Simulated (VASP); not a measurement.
# Tl (Fm-3m) in VASP: notebook, part 2 of 2

VASP 6.6.1. Earlier steps stand in the parts before.

## (4) Single point, LDA (volume scaled by 0.92)

INCAR

```
  PREC = Accurate
  ENCUT = 520
  EDIFF = 1E-6
  ISMEAR = -1
  SIGMA = 0.1
  LREAL = F
  LASPH = T
  NELM = 100
  ALGO = Normal
  ISIF = 2
  LWAVE = F
  LCHARG = F
  GGA = CA
  NBANDS = 12
```

KPOINTS

```
regular mesh
0
Gamma
  13 13 13
```

POSCAR

```
Tl
1.0
    0.0000000000      2.3193249245      2.3193249245
    2.3193249245      0.0000000000      2.3193249245
    2.3193249245      2.3193249245      0.0000000000
Tl
1
Direct
    0.0000000000      0.0000000000      0.0000000000
```

Potentials or basis: VASP PAW LDA potentials, release 64 (Tl_d).

Run with:

```bash
$ cat potpaw_LDA.64/Tl_d/POTCAR > POTCAR
$ mpirun -np 1 vasp_std > vasp.out
```

OUTCAR:

```text
PREC = Accurate
   ENCUT = 520
   EDIFF = 1E-6
   ISMEAR = -1
   LREAL = F
   LASPH = T
   NELM = 100
   ISIF = 2
   GGA = CA

 ion  position               nearest neighbor table
   1  0.000  0.000  0.000-

  LATTYP: Found a face centered cubic cell.
 ALAT       =     4.6386498490

  Lattice vectors:

 A1 = (   0.0000000000,   2.3193249245,   2.3193249245)
 A2 = (   2.3193249245,   0.0000000000,   2.3193249245)
 A3 = (   2.3193249245,   2.3193249245,   0.0000000000)

Analysis of symmetry for initial positions (statically):
=====================================================================
 Subroutine PRICEL returns:
 Original cell was already a primitive cell.

 Routine SETGRP: Setting up the symmetry group for a
 face centered cubic supercell.

 Subroutine GETGRP returns: Found 48 space group operations
 (whereof 48 operations were pure point group operations)
 out of a pool of 48 trial point group operations.

The static configuration has the point symmetry O_h .

Analysis of symmetry for dynamics (positions and initial velocities):
=====================================================================
 Subroutine PRICEL returns:
 Original cell was already a primitive cell.

 Routine SETGRP: Setting up the symmetry group for a
 face centered cubic supercell.

 Subroutine GETGRP returns: Found 48 space group operations
 (whereof 48 operations were pure point group operations)
 out of a pool of 48 trial point group operations.

The dynamic configuration has the point symmetry O_h .

 Subroutine INISYM returns: Found 48 space group operations
 (whereof 48 operations are pure point group operations),
 and found     1 'primitive' translations

----------------------------------------------------------------------------------------

                                     Primitive cell

  volume of cell :      24.9525

  direct lattice vectors                    reciprocal lattice vectors
[... 110 lines left out ...]
   GGA     = CA    functional components
   LHFCALC =     F    Hartree Fock is set to
   AEXX    =    0.0000 exact exchange contribution
   IVDW    =     0    specifies the selected vdW correction
   LEPSILON=     F    determine dielectric tensor
   LRPA    =     F    only Hartree local field effects (RPA)
 non-spin polarized calculation
  energy-cutoff  :      520.00
  volume of cell :       24.95
 maximum number of plane-waves:       686
   NGX = 13   NGY = 13   NGZ = 13

 number of electron      12.9999996 magnetization

 Free energy of the ion-electron system (eV)
  ---------------------------------------------------
  ext. energy  EPLUGINS =         0.00000000
  ---------------------------------------------------
  free energy    TOTEN  =        -2.90031993 eV

  energy without entropy =       -2.88481563  energy(sigma->0) =       -2.89256778

 E-fermi :   7.8149     XC(G=0): -11.1955

 val. band max:        7.7904434178   @ k =   0.4615   0.2308   0.0000
 cond. band min:       7.8247106050   @ k =  -0.3077   0.4615   0.2308
 fundamental gap:      0.0342671872
 Fermi energy:         7.8149105915

 k-point     1 :       0.0000    0.0000    0.0000
  band No.  band energies     occupation
      1      -3.9410      2.00000
      2      -3.9410      2.00000
      3      -3.9410      2.00000
      4      -3.5449      2.00000
      5      -3.5449      2.00000
      6      -3.2282      2.00000
      7      18.9743      0.00000
      8      19.2405      0.00000
      9      19.2405      0.00000
     10      19.2405      0.00000
     11      23.9052      0.00000
     12      24.3846      0.00000
[... 331 lines left out ...]
 k-point    24 :       0.4615    0.1538    0.0000
  band No.  band energies     occupation
      1      -4.1938      2.00000
      2      -3.9298      2.00000
      3      -3.7638      2.00000
      4      -3.4808      2.00000
      5      -3.1903      2.00000
      6       1.6112      2.00000
      7       6.6124      1.99999
      8      14.3048      0.00000
      9      15.2773      0.00000
     10      17.7718      0.00000
     11      24.1654      0.00000
     12      24.5234      0.00000

 [... further k-points ...]

------------------------ aborting loop because EDIFF is reached ----------------------------------------

  FORCE on cell =-STRESS in cart. coord.  units (eV):
  Direction    XX          YY          ZZ          XY          YZ          ZX
  --------------------------------------------------------------------------------------
  -------------------------------------------------------------------------------------
  Total        0.7232265      0.7232265      0.7232265     -0.0000000     -0.0000000      0.0000000
  in kB       46.4376385     46.4376385     46.4376385     -0.0000000     -0.0000000      0.0000000
  external PRESSURE =      46.4376385 kB  Pullay stress =       0.0000000 kB

 VOLUME and BASIS-vectors are now :
 -----------------------------------------------------------------------------
  energy-cutoff  :      520.00
  volume of cell :       24.95
      direct lattice vectors                 reciprocal lattice vectors
     0.000000000  2.319324925  2.319324925    -0.215579971  0.215579971  0.215579971
     2.319324925  0.000000000  2.319324925     0.215579971 -0.215579971  0.215579971
     2.319324925  2.319324925  0.000000000     0.215579971  0.215579971 -0.215579971

 POSITION                                       TOTAL-FORCE (eV/Angst)
 -----------------------------------------------------------------------------------
      0.00000      0.00000      0.00000        -0.000000     -0.000000      0.000000
 -----------------------------------------------------------------------------------
    total drift:                               -0.000000      0.000000     -0.000000

  FREE ENERGIE OF THE ION-ELECTRON SYSTEM (eV)
  ---------------------------------------------------
  free  energy   TOTEN  =        -2.9003199342 eV

  energy  without entropy=       -2.8848156281  energy(sigma->0) =       -2.89256778
```

OSZICAR:

```text
N       E                     dE             d eps       ncg     rms          rms(c)
DAV:   1     0.514597610161E+02    0.51460E+02   -0.68679E+03  2144   0.962E+02
DAV:   2    -0.233331479573E+01   -0.53793E+02   -0.52684E+02  2252   0.219E+02
DAV:   3    -0.294340852853E+01   -0.61009E+00   -0.60948E+00  2416   0.213E+01
DAV:   4    -0.294600222482E+01   -0.25937E-02   -0.25936E-02  2396   0.160E+00
DAV:   5    -0.294602916683E+01   -0.26942E-04   -0.26942E-04  2452   0.157E-01    0.347E+00
DAV:   6    -0.290848911896E+01    0.37540E-01   -0.56164E-02  2216   0.237E+00    0.234E+00
DAV:   7    -0.290096939889E+01    0.75197E-02   -0.19533E-02  2384   0.136E+00    0.812E-01
DAV:   8    -0.290031896005E+01    0.65044E-03   -0.11452E-03  2380   0.347E-01    0.401E-02
DAV:   9    -0.290032037761E+01   -0.14176E-05   -0.56643E-06  2456   0.269E-02    0.713E-03
DAV:  10    -0.290031993418E+01    0.44343E-06   -0.32820E-07  1560   0.634E-03
   1 F= -.29003199E+01 E0= -.28925678E+01  d E =-.155043E-01
```

stdout:

```text
POSCAR found type information on POSCAR Tl
 POSCAR found :  1 types and       1 ions
 scaLAPACK will be used
 LDA part: xc-table for (Slater(with rela. corr.)+CA(PZ))
 , standard interpolation
 POSCAR, INCAR and KPOINTS ok, starting setup
 FFT: planning ... GRIDC
 FFT: planning ... GRID_SOFT
 FFT: planning ... GRID
 WAVECAR not read
 entering main loop
```

Run time: 16 s. Hardware: 1 thread of AMD EPYC 7R13 (Zen 3), shared host; peak memory 0.11 GiB.

What came out:

- Free energy: -2.9003 eV
- Pressure: 4.6 GPa

Caveat: spin-orbit coupling is left out, which moves the levels of the heavy elements.

## (5) Single point, LDA (volume scaled by 0.96)

INCAR

```
PREC = Accurate ; ENCUT = 520
EDIFF = 1E-6 ; ISMEAR = -1
SIGMA = 0.1 ; LREAL = False
LASPH = True ; NELM = 100
ALGO = Normal ; ISIF = 2
LWAVE = False ; LCHARG = False
GGA = CA ; NBANDS = 12
```

KPOINTS is that of step 4.

POSCAR

```
Tl
1.0
    0.0000000000      2.3524626148      2.3524626148
    2.3524626148      0.0000000000      2.3524626148
    2.3524626148      2.3524626148      0.0000000000
Tl
1
Direct
    0.0000000000      0.0000000000      0.0000000000
```

Run with:

```bash
$ cat potpaw_LDA.64/Tl_d/POTCAR > POTCAR
$ mpirun -np 1 vasp_std > vasp.out
```

Wall time 26 s (1 thread of AMD EPYC 7R13 (Zen 3), shared host); peak memory 0.12 GiB.

It converged, with:

| Quantity | Value |
| --- | --- |
| Free energy | -2.9232 eV |
| Pressure | 2.1 GPa |

Levels at points of the mesh, in eV from the Fermi level:
| k point | band 4 | band 5 | band 6 | band 7 | band 8 | band 9 |
| --- | --- | --- | --- | --- | --- | --- |
| (0.00, 0.00, 0.00) | -11.30 | -11.30 | -10.70 | 11.08 | 11.08 | 11.08 |

Caveat: spin-orbit coupling is left out, which moves the levels of the heavy elements.

## (6) Overview

| cell | k mesh | gap on the mesh (eV) | pressure (GPa) |
| --- | --- | --- | --- |
| a = 3.372 Å, angles 60.0°, 1 atom | 11 × 11 × 11 | none | 0.1 |
| a = 3.232 Å, angles 60.0°, 1 atom | 13 × 13 × 13 | none | 8.0 |
| a = 3.280 Å, angles 60.0°, 1 atom | 13 × 13 × 13 | none | 4.6 |
| a = 3.327 Å, angles 60.0°, 1 atom | 13 × 13 × 13 | none | 2.1 |

Alike in all rows: task single point; level LDA; potentials or basis VASP PAW LDA potentials, release 64 (Tl_d); no spin polarisation; cutoff (eV) 520; smearing fermi-dirac 0.1 eV.

Caveats: spin-orbit coupling is left out, which moves the levels of the heavy elements.

Total energies depend on the potentials used, so only differences within one code and one set of settings carry meaning.
